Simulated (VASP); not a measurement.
# BP (I-4m2) in VASP: a series of runs

BP is run at these levels: HSE06; tasks: single point.

Program: VASP 6.6.1. These are calculated values, not measurements. Logs are shortened: lines on timing, memory, paths and dates and some standing lists are left out, and cuts for length are marked.

**1. The cell of the first run**

The structure is tetragonal, space group I-4m2 (No. 119). Conventional cell: a = 3.080 Å, b = 3.080 Å, c = 4.611 Å, α = 90.00°, β = 90.00°, γ = 90.00°. Within 2.6 Å of B (site symmetry -4m2) lie 4 P at 1.92 Å. P (site symmetry -4m2) has 4 B at 1.92 Å within 2.6 Å.

**2. Single point, HSE06 (epitaxial xy strain -4.0%)**

Input file POSCAR:

```
BP
1.0
    0.0000000000      2.1775830422      2.3052611178
    2.1775830422      0.0000000000      2.3052611178
    2.1775830422      2.1775830422      0.0000000000
B P
1 1
Direct
    0.0000000000      0.0000000000      0.0000000000
    0.2500000000      0.2500000000      0.2500000000
```

Input file INCAR.step1:

```
SYSTEM = BP
PREC     = Accurate       ! precision mode
ENCUT    = 520            ! plane-wave cutoff, eV
EDIFF    = 1E-5           ! SCF threshold, eV
ISMEAR   = 0              ! smearing method
SIGMA    = 0.01           ! smearing width, eV
LREAL    = .False.        ! projectors in reciprocal space
LASPH    = .True.         ! aspherical terms in the spheres
NELM     = 100            ! most SCF steps
ALGO     = Normal         ! electronic algorithm
ISIF     = 2              ! what is computed and relaxed
LWAVE    = .True.         ! write WAVECAR
LCHARG   = .False.        ! write CHGCAR
NBANDS   = 11             ! bands
GGA      = PE             ! functional
```

Input file INCAR.step2:

```
SYSTEM = BP
PREC     = Accurate       ! precision mode
ENCUT    = 520            ! plane-wave cutoff, eV
EDIFF    = 1E-6           ! SCF threshold, eV
ISMEAR   = 0              ! smearing method
SIGMA    = 0.01           ! smearing width, eV
LREAL    = .False.        ! projectors in reciprocal space
LASPH    = .True.         ! aspherical terms in the spheres
NELM     = 100            ! most SCF steps
ALGO     = Normal         ! electronic algorithm
ISIF     = 2              ! what is computed and relaxed
LWAVE    = .False.        ! write WAVECAR
LCHARG   = .False.        ! write CHGCAR
GGA      = PE             ! functional
LHFCALC  = .True.         ! exact exchange
HFSCREEN = 0.2079         ! screening, 1/A
PRECFOCK = Normal       
NBANDS   = 11             ! bands
ISTART   = 1
```

Input file KPOINTS:

```
Automatic mesh
0
Gamma
  6 6 6
  0 0 0
```

Potentials or basis: VASP PAW PBE potentials, release 64 (B, P).

Command:

```
> cat potpaw_PBE.64/B/POTCAR potpaw_PBE.64/P/POTCAR > POTCAR
> cp INCAR.step1 INCAR
> mpirun -np 1 vasp_std > vasp.out
> cp INCAR.step2 INCAR
> mpirun -np 1 vasp_std > vasp.out
```

OUTCAR:

```text
SYSTEM = BP
   PREC = Accurate
   ENCUT = 520
   EDIFF = 1E-6
   ISMEAR = 0
   LREAL = .False.
   LASPH = .True.
   NELM = 100
   ISIF = 2
   GGA = PE
   LHFCALC = .True.
   HFSCREEN = 0.2079
   PRECFOCK = Normal
   ISTART = 1

 ion  position               nearest neighbor table
   1  0.000  0.000  0.000-   2 1.92   2 1.92   2 1.92   2 1.92
   2  0.250  0.250  0.250-   1 1.92   1 1.92   1 1.92   1 1.92

  LATTYP: Found a body centered tetragonal cell.
 ALAT       =     3.0795674715
 C/A-ratio  =     1.4971330482

  Lattice vectors:

 A1 = (  -2.1775830422,   0.0000000000,   2.3052611178)
 A2 = (   2.1775830422,   0.0000000000,   2.3052611178)
 A3 = (   0.0000000000,   2.1775830422,  -2.3052611178)

Analysis of symmetry for initial positions (statically):
=====================================================================
 Subroutine PRICEL returns:
 Original cell was already a primitive cell.

 Routine SETGRP: Setting up the symmetry group for a
 body centered tetragonal supercell.

 Subroutine GETGRP returns: Found  8 space group operations
 (whereof  8 operations were pure point group operations)
 out of a pool of 16 trial point group operations.

The static configuration has the point symmetry D_2d.

Analysis of symmetry for dynamics (positions and initial velocities):
=====================================================================
 Subroutine PRICEL returns:
 Original cell was already a primitive cell.

 Routine SETGRP: Setting up the symmetry group for a
 body centered tetragonal supercell.

 Subroutine GETGRP returns: Found  8 space group operations
 (whereof  8 operations were pure point group operations)
 out of a pool of 16 trial point group operations.

The dynamic configuration has the point symmetry D_2d.

 Subroutine INISYM returns: Found  8 space group operations
 (whereof  8 operations are pure point group operations),
 and found     1 'primitive' translations

----------------------------------------------------------------------------------------

                                     Primitive cell

  volume of cell :      21.8625

  direct lattice vectors                    reciprocal lattice vectors
     0.000000000  2.177583042  2.305261118    -0.229612369  0.229612369  0.216895169
     2.177583042  0.000000000  2.305261118     0.229612369 -0.229612369  0.216895169
     2.177583042  2.177583042  0.000000000     0.229612369  0.229612369 -0.216895169

  length of vectors
     3.171134927  3.171134927  3.079567471     0.390496087  0.390496087  0.390496087

  position of ions in fractional coordinates (direct lattice)
     0.000000000  0.000000000  0.000000000
     0.250000000  0.250000000  0.250000000

  ion indices of the primitive-cell ions
   primitive index   ion index
                 1           1
                 2           2

----------------------------------------------------------------------------------------

 KPOINTS: Automatic mesh

Automatic generation of k-mesh.
 Grid dimensions read from file:
 generate k-points for:    6    6    6

 Generating k-lattice:

  Cartesian coordinates                     Fractional coordinates (reciprocal lattice)
    -0.038268728  0.038268728  0.036149195     0.166666667 -0.000000000  0.000000000
     0.038268728 -0.038268728  0.036149195    -0.000000000  0.166666667  0.000000000
     0.038268728  0.038268728 -0.036149195     0.000000000  0.000000000  0.166666667

  Length of vectors
     0.065082681  0.065082681  0.065082681

  Shift w.r.t. Gamma in fractional coordinates (k-lattice)
     0.000000000  0.000000000  0.000000000

 Subroutine IBZKPT returns following result:
 ===========================================

 Found     30 irreducible k-points:

 Following reciprocal coordinates:
            Coordinates               Weight
  0.000000  0.000000  0.000000      1.000000
  0.166667 -0.000000  0.000000      8.000000
  0.333333  0.000000  0.000000      8.000000
  0.500000  0.000000  0.000000      4.000000
  0.166667  0.166667  0.000000      2.000000
  0.333333  0.166667  0.000000      8.000000
[... 16 lines left out ...]
  0.333333  0.000000  0.333333      4.000000
  0.500000 -0.000000  0.333333     16.000000
 [... further k-points ...]
   k-points           NKPTS =     30   k-points in BZ     NKDIM =    216   number of bands    NBANDS=     11
   number of dos      NEDOS =    301   number of ions     NIONS =      2
   total plane-waves  NPLWV =  13824
   dimension x,y,z NGX =    24 NGY =   24 NGZ =   24
   dimension x,y,z NGXF=    48 NGYF=   48 NGZF=   48
   ions per type =               1   1
   NGX,Y,Z   is equivalent  to a cutoff of  12.58, 12.58, 12.96 a.u.
   NGXF,Y,Z  is equivalent  to a cutoff of  25.16, 25.16, 25.91 a.u.
 SYSTEM =  BP
   PREC   = accura    normal or accurate (medium, high low for compatibility)
   ISTART =      1    job   : 0-new  1-cont  2-samecut
   ICHARG =      0    charge: 1-file 2-atom 10-const
   ISPIN  =      1    spin polarized calculation?
   LNONCOLLINEAR =      F non collinear calculations
   LSORBIT =      F    spin-orbit coupling
   LASPH  =      T    aspherical Exc in radial PAW
   ENCUT  =  520.0 eV  38.22 Ry    6.18 a.u.   5.90  5.90  5.73*2*pi/ulx,y,z
   NELM   =    100;   NELMIN=  2; NELMDL=  0     # of ELM steps
   EDIFF  = 0.1E-05   stopping-criterion for ELM
   LREAL  =      F    real-space projection
   EDIFFG = 0.1E-04   stopping-criterion for IOM
   NSW    =      0    number of steps for IOM
   IBRION =     -1    ionic relax: 0-MD 1-quasi-New 2-CG
   NFREE  =      0    steps in history (QN), initial steepest desc. (CG)
   ISIF   =      2    stress and relaxation
   ISYM   =      3    0-nonsym 1-usesym 2-fastsym
   POTIM  = 0.5000    time-step for ionic-motion
   TEBEG  =    0.0;   TEEND  =   0.0 temperature during run
   PSTRESS=    0.0 pullay stress
   NELECT =       8.0000    total number of electrons
   NUPDOWN=      -1.0000    fix difference up-down
   EMIN   =  10.00;   EMAX   =-10.00  energy-range for DOS
   EFERMI =   0.00;   METHOD = LEGACY
   ISMEAR =     0;   SIGMA  =   0.01  broadening in eV -4-tet -1-fermi 0-gaus
   EFERMI_NEDOS =   21; number of points for ismear=-14 and -15
   IALGO  =     38    algorithm
   IMIX   =      1    mixing-type and parameters
     AMIX     =   0.40;   BMIX     =  1.00
     AMIX_MAG =   1.60;   BMIX_MAG =  1.00
  volume/ion in A,a.u.               =      10.93        73.77
  Fermi-wavevector in a.u.,A,eV,Ry     =   1.170950  2.212774 18.655269  1.371124
  Thomas-Fermi vector in A             =   2.307401
   LORBIT       =      0    0 simple, 1 ext, 2 COOP (PROOUT), +10 PAW based schemes
   GGA     = PE    functional components
   LHFCALC =     T    Hartree Fock is set to
   PRECFOCK=normal    Normal, Fast or Accurate (Low or Medium for compatibility)
   ENCUT4O =  -1.0   cutoff for four orbital integrals eV
   NKREDX  =     1    reduce k-point grid by
   NKREDY  =     1    reduce k-point grid by
   NKREDZ  =     1    reduce k-point grid by
   AEXX    =    0.2500 exact exchange contribution
   HFSCREEN=    0.2079 screening length (either q_TF or 0.3 A-1)
   HFSCREENC=   0.2079 screening length for correlation (either q_TF or 0.3 A-1)
   ENCUTFOCK=  -1.0 apply spherical cutoff to Coloumb kernel
   IVDW    =     0    specifies the selected vdW correction
   LEPSILON=     F    determine dielectric tensor
   LRPA    =     F    only Hartree local field effects (RPA)
 non-spin polarized calculation
 Gauss-broadening in eV      SIGMA  =   0.01
  energy-cutoff  :      520.00
  volume of cell :       21.86
 maximum number of plane-waves:       604
  NGX = 18; NGY = 18; NGZ = 18

 number of electron       8.0000000 magnetization

 Free energy of the ion-electron system (eV)
  ---------------------------------------------------
  ext. energy  EPLUGINS =         0.00000000
  ---------------------------------------------------
  free energy    TOTEN  =       -14.73975009 eV

  energy without entropy =      -14.73975009  energy(sigma->0) =      -14.73975009

 E-fermi :   8.1821     XC(G=0):  -9.2310

 val. band max:        8.0357177701   @ k =   0.0000   0.0000   0.0000
 cond. band min:       9.5343908282   @ k =   0.5000   0.0000   0.5000
 fundamental gap:      1.4986730580
 Fermi energy:         8.1820729783

 k-point     1 :       0.0000    0.0000    0.0000
  band No.  band energies     occupation
      1      -9.9287      2.00000
      2       7.3826      2.00000
      3       8.0357      2.00000
      4       8.0357      2.00000
      5      12.1815      0.00000
      6      12.1815      0.00000
      7      12.4900      0.00000
      8      17.5139      0.00000
      9      20.5563      0.00000
     10      20.9386      0.00000
     11      22.3344      0.00000

 k-point     2 :       0.1667   -0.0000    0.0000
  band No.  band energies     occupation
      1      -9.3511      2.00000
      2       4.6025      2.00000
      3       6.8034      2.00000
      4       7.3520      2.00000
      5      12.7745      0.00000
      6      13.2613      0.00000
      7      13.5817      0.00000
      8      18.6360      0.00000
      9      19.5854      0.00000
     10      20.6541      0.00000
     11      22.3837      0.00000

 k-point     3 :       0.3333    0.0000    0.0000
  band No.  band energies     occupation
      1      -7.6923      2.00000
      2       0.0629      2.00000
      3       5.7507      2.00000
      4       6.5243      2.00000
      5      12.6103      0.00000
      6      13.9906      0.00000
      7      14.0754      0.00000
      8      19.6480      0.00000
      9      21.2384      0.00000
     10      21.2964      0.00000
     11      23.5028      0.00000

 k-point     4 :       0.5000    0.0000    0.0000
  band No.  band energies     occupation
      1      -5.9777      2.00000
      2      -2.7043      2.00000
      3       5.3629      2.00000
      4       6.2323      2.00000
      5      12.3749      0.00000
      6      13.8645      0.00000
      7      13.9343      0.00000
      8      19.4584      0.00000
      9      24.1089      0.00000
     10      24.2230      0.00000
     11      25.5143      0.00000
[... 239 lines left out ...]
 k-point    22 :      -0.3333    0.5000    0.1667
  band No.  band energies     occupation
      1      -4.1745      2.00000
      2      -1.9760      2.00000
      3       1.9143      2.00000
      4       1.9919      2.00000
      5      13.1221      0.00000
      6      14.0818      0.00000
      7      18.8885      0.00000
      8      19.4654      0.00000
      9      22.5845      0.00000
     10      26.0883      0.00000
     11      26.4588      0.00000

 k-point    23 :       0.3333    0.0000    0.3333
  band No.  band energies     occupation
      1      -6.8011      2.00000
      2       1.7504      2.00000
      3       3.4907      2.00000
      4       3.6664      2.00000
      5       9.6391      0.00000
      6      11.8078      0.00000
      7      18.4943      0.00000
      8      20.1874      0.00000
      9      23.3991      0.00000
     10      25.0251      0.00000
     11      27.7631      0.00000

 k-point    24 :       0.5000   -0.0000    0.3333
  band No.  band energies     occupation
      1      -4.9461      2.00000
      2      -0.7229      2.00000
      3       1.7874      2.00000
      4       3.3237      2.00000
      5      10.2072      0.00000
      6      12.6494      0.00000
      7      18.9512      0.00000
      8      20.7692      0.00000
      9      23.5668      0.00000
     10      25.4779      0.00000
     11      28.0023      0.00000

 [... further k-points ...]

------------------------ aborting loop because EDIFF is reached ----------------------------------------

  FORCE on cell =-STRESS in cart. coord.  units (eV):
  Direction    XX          YY          ZZ          XY          YZ          ZX
  --------------------------------------------------------------------------------------
  -------------------------------------------------------------------------------------
  Total        2.2648933      2.2648933     -0.2571606      0.0000000      0.0000000      0.0000000
  in kB      165.9811473    165.9811473    -18.8458345      0.0000000      0.0000000      0.0000000
  external PRESSURE =     104.3721533 kB  Pullay stress =       0.0000000 kB

 VOLUME and BASIS-vectors are now :
 -----------------------------------------------------------------------------
  energy-cutoff  :      520.00
  volume of cell :       21.86
      direct lattice vectors                 reciprocal lattice vectors
     0.000000000  2.177583042  2.305261118    -0.229612369  0.229612369  0.216895169
     2.177583042  0.000000000  2.305261118     0.229612369 -0.229612369  0.216895169
     2.177583042  2.177583042  0.000000000     0.229612369  0.229612369 -0.216895169

 POSITION                                       TOTAL-FORCE (eV/Angst)
 -----------------------------------------------------------------------------------
      0.00000      0.00000      0.00000        -0.000000     -0.000000      0.000000
      1.08879      1.08879      1.15263         0.000000      0.000000     -0.000000
 -----------------------------------------------------------------------------------
    total drift:                               -0.000000     -0.000000      0.000000

  FREE ENERGIE OF THE ION-ELECTRON SYSTEM (eV)
  ---------------------------------------------------
  free  energy   TOTEN  =       -14.7397500863 eV

  energy  without entropy=      -14.7397500863  energy(sigma->0) =      -14.73975009
```

Wall time 12 min (1 thread of Intel Xeon Platinum 8259CL at 2.50GHz (Skylake/Cascade Lake), shared host); peak memory 0.24 GiB.

What came out:

| Quantity | Value |
| --- | --- |
| Free energy | -14.7398 eV |
| Pressure | 10.4 GPa |
| Band gap on the k mesh | 1.50 eV (least direct gap 4.15 eV) |

Stress tensor (GPa, compression positive):
```
16.60  0.00  0.00
 0.00 16.60  0.00
 0.00  0.00 -1.88
```

Caveat: the cell differs from its parent crystal (epitaxial xy strain -4.0%); the stress differs along the axes, from -2 to 17 GPa; the PAW data sets were made with another functional, which shifts forces and pressure a little. A k mesh can miss the band edges.

(Part 1 of 2 ends here.)
